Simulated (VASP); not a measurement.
Zr:

```
CELL_PARAMETERS angstrom
4.99817 0.00000 0.00000
-2.49908 4.32854 0.00000
0.00000 0.00000 4.99868
ATOMIC_POSITIONS crystal
Zr 0.00000 0.00000 0.25000
Zr 0.00000 0.00000 0.75000
Zr 0.33333 0.66667 0.75000
Zr 0.66667 0.33333 0.25000
```

* Program: VASP 6.6.1
* Task: relaxation of cell and atoms
* Functional: PBE
* Potentials or basis: VASP PAW PBE potentials, release 64 (Zr_sv)
* Cutoff: 500 eV
* k mesh: 12 × 12 × 10
* Occupations: gaussian, width 0.1 eV
* Spin: no spin polarisation

At the start: pressure -0.9 GPa; volume 27.04 Å³/atom.

Question: How do energy, volume and symmetry change on relaxing?

Answer: Over 4 steps the energy falls by 4.7 meV/atom and the volume is 26.62 Å³/atom (-1.5 %); space group P6_3/mmc (No. 194, to 0.1 Å) before and after.

The path:
```csv
step,energy change (eV),largest force (eV/Å),pressure (GPa),volume (Å³)
1,0.0000,0.0000,-0.91,108.15
2,-0.0180,0.0000,0.38,105.73
3,-0.0184,0.0000,0.21,106.03
4,-0.0189,0.0000,-0.03,106.49
```

Final structure:
```
Zr
1.0
     5.00996    0.00000    0.00000
    -2.50498    4.33875    0.00000
     0.00000    0.00000    4.89888
Zr
4
Cartesian
  -2.5050 4.3388 1.2247
  0.0000 0.0000 3.6742
  0.0000 2.8925 3.6742
  2.5050 1.4463 1.2247
```
